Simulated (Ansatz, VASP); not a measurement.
**Rh in VASP and in Ansatz**

```
CELL_PARAMETERS angstrom
0.00000 1.90015 1.90015
1.90015 0.00000 1.90015
1.90015 1.90015 0.00000
ATOMIC_POSITIONS crystal
Rh 0.00000 0.00000 0.00000
```

Alike in both runs: functional r2SCAN; k mesh 14 × 14 × 14; occupations fermi-dirac, width 0.05 eV; collinear spin.

Ansatz relaxed the structure, and its values are those at the end. VASP's run is a single point on that final structure, the one shown.

|  | VASP | Ansatz |
| --- | --- | --- |
| version | VASP 6.6.1 | Ansatz 0.2.0 |
| potentials or method | VASP PAW PBE potentials, release 64 (Rh_pv), cutoff 520 eV | plane waves (500 eV) with PAW, scalar-relativistic |
| valence electrons in the cell | 15 | 17 |

|  | VASP | Ansatz | Ansatz less VASP |
| --- | --- | --- | --- |
| pressure (GPa) | 1.2 | 0.0 | -1.22 |
| net moment per atom (μB) | 0.00 | 0.00 | 0.000 |

VASP's potentials were made for PBE, not for r2SCAN. With one functional, cell and mesh, what is left measures potentials, basis and numerics. VASP's potentials hold 15 valence electrons a cell and Ansatz's 17, so a difference there can come from the potentials and not from the codes. Ansatz's warnings: seeded moment not kept.
